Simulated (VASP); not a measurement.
# TaN (P6/mmm) in VASP: further runs

TaN is run at these levels: LDA; tasks: electric field gradients.

Program: VASP 6.6.1. These are calculated values, not measurements. Logs are shortened: lines on timing, memory, paths and dates and some standing lists are left out, and cuts for length are marked.

**1. The cell of the first run**

It takes space group P6/mmm (No. 191, hexagonal). Conventional cell: a = 5.253 Å, b = 5.253 Å, c = 2.946 Å, α = 90.00°, β = 90.00°, γ = 120.00°. Ta (site symmetry 6/mmm) has 6 N at 2.63 Å and 14 Ta at 2.95 to 3.37 Å within 3.5 Å. Ta (site symmetry -6m2) has 6 N at 2.11 Å within 2.8 Å. N (site symmetry mmm) has 6 Ta at 2.11 to 2.63 Å and 4 N at 2.63 Å within 2.8 Å.

**2. Electric field gradients, LDA (11.74 Å³/atom)**

Input file INCAR:

```
  PREC = Accurate
  ENCUT = 520
  EDIFF = 1E-8
  ISMEAR = -1
  SIGMA = 0.03
  LREAL = F
  LASPH = T
  NELM = 120
  ALGO = Normal
  ISIF = 2
  LWAVE = F
  LCHARG = F
  LEFG = T
  NBANDS = 36
  GGA_COMPAT = F
```

Input file KPOINTS:

```
regular mesh
0
Gamma
  5 5 8
```

Input file POSCAR:

```
TaN
1.0
    5.2532307548      0.0000000000      0.0000000000
   -2.6266153774      4.5494312856      0.0000000000
    0.0000000000      0.0000000000      2.9462675463
Ta N
3 3
Direct
    0.0000000000      0.0000000000      0.0000000000
    0.3333333333      0.6666666667      0.5000000000
    0.6666666667      0.3333333333      0.5000000000
    0.5000000000      0.0000000000      0.0000000000
    0.5000000000      0.5000000000      0.0000000000
    0.0000000000      0.5000000000      0.0000000000
```

Potentials or basis: VASP PAW LDA potentials, release 64 (Ta_sv_GW, N).

The run is started by

```bash
$ cat potpaw_LDA.64/Ta_sv_GW/POTCAR potpaw_LDA.64/N/POTCAR > POTCAR
$ mpirun -np 1 vasp_std > vasp.out
```

OUTCAR:

```text
PREC = Accurate
   ENCUT = 520
   EDIFF = 1E-8
   ISMEAR = -1
   LREAL = F
   LASPH = T
   NELM = 120
   ISIF = 2

 ion  position               nearest neighbor table
   1  0.000  0.000  0.000-
   2  0.333  0.667  0.500-   6 2.11   6 2.11   4 2.11   4 2.11   5 2.11   5 2.11   3 3.03   3 3.03
                             3 3.03
   3  0.667  0.333  0.500-   6 2.11   6 2.11   4 2.11   4 2.11   5 2.11   5 2.11   2 3.03   2 3.03
                             2 3.03
   4  0.500  0.000  0.000-   2 2.11   3 2.11   2 2.11   3 2.11
   5  0.500  0.500  0.000-   2 2.11   3 2.11   2 2.11   3 2.11
   6  0.000  0.500  0.000-   2 2.11   3 2.11   2 2.11   3 2.11

  LATTYP: Found a hexagonal cell.
 ALAT       =     5.2532307548
 C/A-ratio  =     0.5608486822

  Lattice vectors:

 A1 = (   5.2532307548,   0.0000000000,   0.0000000000)
 A2 = (  -2.6266153774,   4.5494312856,   0.0000000000)
 A3 = (   0.0000000000,   0.0000000000,   2.9462675463)

Analysis of symmetry for initial positions (statically):
=====================================================================
 Subroutine PRICEL returns:
 Original cell was already a primitive cell.

 Routine SETGRP: Setting up the symmetry group for a
 hexagonal supercell.

 Subroutine GETGRP returns: Found 24 space group operations
 (whereof 24 operations were pure point group operations)
 out of a pool of 24 trial point group operations.

The static configuration has the point symmetry D_6h.

Analysis of symmetry for dynamics (positions and initial velocities):
=====================================================================
 Subroutine PRICEL returns:
 Original cell was already a primitive cell.

 Routine SETGRP: Setting up the symmetry group for a
 hexagonal supercell.

 Subroutine GETGRP returns: Found 24 space group operations
 (whereof 24 operations were pure point group operations)
 out of a pool of 24 trial point group operations.

The dynamic configuration has the point symmetry D_6h.

 Subroutine INISYM returns: Found 24 space group operations
 (whereof 24 operations are pure point group operations),
 and found     1 'primitive' translations

[... 157 lines left out ...]
  band No.  band energies     occupation
      1     -57.6056      2.00000
      2     -57.5645      2.00000
      3     -57.2460      2.00000
      4     -24.6365      2.00000
      5     -24.6365      2.00000
      6     -24.2821      2.00000
[... 925 lines left out ...]
     35      15.0510      0.00000
     36      16.4063      0.00000

 [... further k-points ...]

------------------------ aborting loop because EDIFF is reached ----------------------------------------

  FORCE on cell =-STRESS in cart. coord.  units (eV):
  Direction    XX          YY          ZZ          XY          YZ          ZX
  --------------------------------------------------------------------------------------
  -------------------------------------------------------------------------------------
  Total       -5.9584929     -5.9584929     -8.7056830      0.0000000     -0.0000000      0.0000000
  in kB     -135.5786288   -135.5786288   -198.0877684      0.0000000     -0.0000000      0.0000000
  external PRESSURE =    -156.4150087 kB  Pullay stress =       0.0000000 kB

 VOLUME and BASIS-vectors are now :
 -----------------------------------------------------------------------------
  energy-cutoff  :      520.00
  volume of cell :       70.41
      direct lattice vectors                 reciprocal lattice vectors
     5.253230755  0.000000000  0.000000000     0.190359047  0.109903847  0.000000000
    -2.626615377  4.549431286  0.000000000     0.000000000  0.219807694  0.000000000
     0.000000000  0.000000000  2.946267546     0.000000000  0.000000000  0.339412489

 POSITION                                       TOTAL-FORCE (eV/Angst)
 -----------------------------------------------------------------------------------
      0.00000      0.00000      0.00000        -0.000000      0.000000      0.000000
     -0.00000      3.03295      1.47313        -0.000000      0.000000      0.000000
      2.62662      1.51648      1.47313         0.000000     -0.000000      0.000000
      2.62662      0.00000      0.00000        -0.000000      0.000000      0.000000
      1.31331      2.27472      0.00000        -0.000000      0.000000      0.000000
     -1.31331      2.27472      0.00000        -0.000000      0.000000      0.000000
 -----------------------------------------------------------------------------------
    total drift:                               -0.000000      0.000000      0.000000

  FREE ENERGIE OF THE ION-ELECTRON SYSTEM (eV)
  ---------------------------------------------------
  free  energy   TOTEN  =       -78.7351859896 eV

  energy  without entropy=      -78.7310362399  energy(sigma->0) =      -78.73311111

 Electric field gradients (V/A^2)
---------------------------------------------------------------------
 ion       V_xx      V_yy      V_zz      V_xy      V_xz      V_yz
---------------------------------------------------------------------
   1     203.321   203.319  -406.640    -0.001     0.000     0.000
   2     182.977   182.977  -365.954    -0.000     0.000    -0.000
   3     182.977   182.977  -365.954    -0.000     0.000    -0.000
   4      31.907   -27.786    -4.121     0.001     0.000     0.000
   5     -12.864    16.985    -4.121    25.849     0.000    -0.000
   6     -12.864    16.985    -4.121   -25.847    -0.000    -0.000
---------------------------------------------------------------------

 Electric field gradients after diagonalization (V/A^2)
 (convention: |V_zz| > |V_xx| > |V_yy|)
----------------------------------------------------------------------
 ion       V_xx      V_yy      V_zz     asymmetry (V_yy - V_xx)/ V_zz
----------------------------------------------------------------------
   1     203.321   203.319  -406.640       0.000
   2     182.978   182.977  -365.954       0.000
   3     182.978   182.977  -365.954       0.000
   4     -27.786    -4.121    31.907       0.742
   5     -27.788    -4.121    31.909       0.742
   6     -27.786    -4.121    31.907       0.742
----------------------------------------------------------------------

           NMR quadrupolar parameters

 Cq : quadrupolar parameter    Cq=e*Q*V_zz/h
 eta: asymmetry parameters     (V_yy - V_xx)/ V_zz
 Q  : nuclear electric quadrupole moment in mb (millibarn)
----------------------------------------------------------------------
 ion       Cq(MHz)       eta       Q (mb)
----------------------------------------------------------------------
   1      -0.983       0.000       1.000
   2      -0.885       0.000       1.000
   3      -0.885       0.000       1.000
   4       0.077       0.742       1.000
   5       0.077       0.742       1.000
   6       0.077       0.742       1.000
----------------------------------------------------------------------
```

stdout:

```text
POSCAR found type information on POSCAR TaN
 POSCAR found :  2 types and       6 ions
 scaLAPACK will be used
 LDA part: xc-table for (Slater(with rela. corr.)+CA(PZ))
 , standard interpolation
 POSCAR, INCAR and KPOINTS ok, starting setup
 FFT: planning ... GRIDC
 FFT: planning ... GRID_SOFT
 FFT: planning ... GRID
 WAVECAR not read
 entering main loop
ion   1

ion   2

ion   3

ion   4

ion   5

ion   6
```

Wall time 69 s (1 thread of Intel Xeon Platinum 8488C (Sapphire Rapids), shared host); peak memory 0.19 GiB.

What came out:

* Free energy: -78.7352 eV
* Pressure: -15.6 GPa
* Band gap on the k mesh: zero (bands 27 and 28 overlap by 2.01 eV)
* Largest electric field gradient by atom: Ta -406.6, -366.0 (each value once); N +31.9 V/Å²

Stress tensor (GPa, compression positive):
```
-13.56   0.00   0.00
  0.00 -13.56   0.00
  0.00   0.00 -19.81
```

Electric field gradients, principal values (V/Å²):
| atom | least | middle | greatest (by size) |
| --- | --- | --- | --- |
| 1 Ta | 203.319 | 203.321 | -406.640 |
| 2 Ta | 182.977 | 182.978 | -365.954 |
| 3 Ta | 182.977 | 182.978 | -365.954 |
| 4 N | -4.121 | -27.786 | 31.907 |
| 5 N | -4.121 | -27.788 | 31.909 |
| 6 N | -4.121 | -27.786 | 31.907 |

Caveat: the stress differs along the axes, from -20 to -14 GPa; without QUAD_EFG the Cq values of the log hold for a quadrupole moment of 1 mb, not for the nuclei; spin-orbit coupling is left out, which moves the levels of the heavy elements.

**3. Electric field gradients, LDA (10.83 Å³/atom)**

This run uses another cell than the first one, of 10.83 Å³/atom.

Input file INCAR:

```
SYSTEM = TaN
ALGO = Normal
EDIFF = 1E-8
ENCUT = 520
GGA = CA
GGA_COMPAT = .False.
ISIF = 2
ISMEAR = -1
LASPH = .True.
LCHARG = .False.
LEFG = .True.
LREAL = .False.
LWAVE = .False.
NBANDS = 36
NELM = 120
PREC = Accurate
SIGMA = 0.03
```

Input file KPOINTS:

```
k-points
0
Gamma
  5 5 8
  0 0 0
```

Edit POSCAR of step 2 so:

```diff
@@ -2,5 +2,5 @@
 1.0
-    5.2532307548      0.0000000000      0.0000000000
-   -2.6266153774      4.5494312856      0.0000000000
-    0.0000000000      0.0000000000      2.9462675463
+    5.1149231080      0.0000000000      0.0000000000
+   -2.5574615540      4.4296533499      0.0000000000
+    0.0000000000      0.0000000000      2.8686978849
 Ta N
```

Potentials or basis: VASP PAW LDA potentials, release 64 (Ta_sv_GW, N).

The run is started by

```bash
$ cat potpaw_LDA.64/Ta_sv_GW/POTCAR potpaw_LDA.64/N/POTCAR > POTCAR
$ mpirun -np 1 vasp_std > vasp.out
```

OUTCAR:

```text
SYSTEM = TaN
   EDIFF = 1E-8
   ENCUT = 520
   GGA = CA
   ISIF = 2
   ISMEAR = -1
   LASPH = .True.
   LREAL = .False.
   NELM = 120
   PREC = Accurate

 ion  position               nearest neighbor table
   1  0.000  0.000  0.000-   2 3.28   3 3.28   2 3.28   3 3.28   2 3.28   2 3.28   3 3.28   3 3.28
                             3 3.28   3 3.28   2 3.28   2 3.28
   2  0.333  0.667  0.500-   4 2.06   4 2.06   6 2.06   6 2.06   5 2.06   5 2.06   3 2.95   3 2.95
                             3 2.95   1 3.28   1 3.28   1 3.28   1 3.28   1 3.28   1 3.28
   3  0.667  0.333  0.500-   4 2.06   4 2.06   6 2.06   6 2.06   5 2.06   5 2.06   2 2.95   2 2.95
                             2 2.95   1 3.28   1 3.28   1 3.28   1 3.28   1 3.28   1 3.28
   4  0.500  0.000  0.000-   2 2.06   3 2.06   2 2.06   3 2.06
   5  0.500  0.500  0.000-   2 2.06   3 2.06   2 2.06   3 2.06
   6  0.000  0.500  0.000-   2 2.06   3 2.06   2 2.06   3 2.06

[... 1182 lines left out ...]
---------------------------------------------------------------------

 Electric field gradients after diagonalization (V/A^2)
 (convention: |V_zz| > |V_xx| > |V_yy|)
----------------------------------------------------------------------
 ion       V_xx      V_yy      V_zz     asymmetry (V_yy - V_xx)/ V_zz
----------------------------------------------------------------------
   1     206.824   206.824  -413.648       0.000
   2     207.612   207.611  -415.222       0.000
   3     207.612   207.611  -415.222       0.000
   4     -29.792    -5.176    34.967       0.704
   5     -29.792    -5.175    34.967       0.704
   6     -29.792    -5.176    34.967       0.704
----------------------------------------------------------------------

           NMR quadrupolar parameters

 Cq : quadrupolar parameter    Cq=e*Q*V_zz/h
 eta: asymmetry parameters     (V_yy - V_xx)/ V_zz
 Q  : nuclear electric quadrupole moment in mb (millibarn)
----------------------------------------------------------------------
 ion       Cq(MHz)       eta       Q (mb)
----------------------------------------------------------------------
   1      -1.000       0.000       1.000
   2      -1.004       0.000       1.000
   3      -1.004       0.000       1.000
   4       0.085       0.704       1.000
   5       0.085       0.704       1.000
   6       0.085       0.704       1.000
----------------------------------------------------------------------
```

Wall time 62 s (1 thread of AMD EPYC 9R45 (Zen 5), shared host); peak memory 0.16 GiB.

Results:

```yaml
Free_energy: -78.8347 eV
Pressure: 10.4 GPa
Band_gap_on_the_k_mesh: zero (bands 27 and 28 overlap by 2.29 eV)
Largest_electric_field_gradient_by_atom: Ta -413.6, -415.2 (each value once); N +35.0 V/Å²
```

Stress tensor (GPa, compression positive):
```
 9.33  0.00  0.00
 0.00  9.33  0.00
 0.00  0.00 12.45
```

Levels at points of the mesh, in eV from the Fermi level:
```tsv
k point	band 25	band 26	band 27	band 28	band 29	band 30
(0.00, 0.00, 0.00)	-2.65	-2.20	-1.41	-1.41	0.77	0.77
(0.00, 0.00, 0.50)	-3.24	-2.05	0.88	0.88	1.55	1.90
```

Electric field gradients, principal values (V/Å²):
```
atom    least   middle  greatest (by size)
1 Ta  206.824  206.824            -413.648
2 Ta  207.611  207.612            -415.222
3 Ta  207.611  207.612            -415.222
 4 N   -5.176  -29.792              34.967
 5 N   -5.175  -29.792              34.967
 6 N   -5.176  -29.792              34.967
```

Caveat: the cell stands under pressure; without QUAD_EFG the Cq values of the log hold for a quadrupole moment of 1 mb, not for the nuclei; spin-orbit coupling is left out, which moves the levels of the heavy elements.

(Part 1 of 4 ends here.)
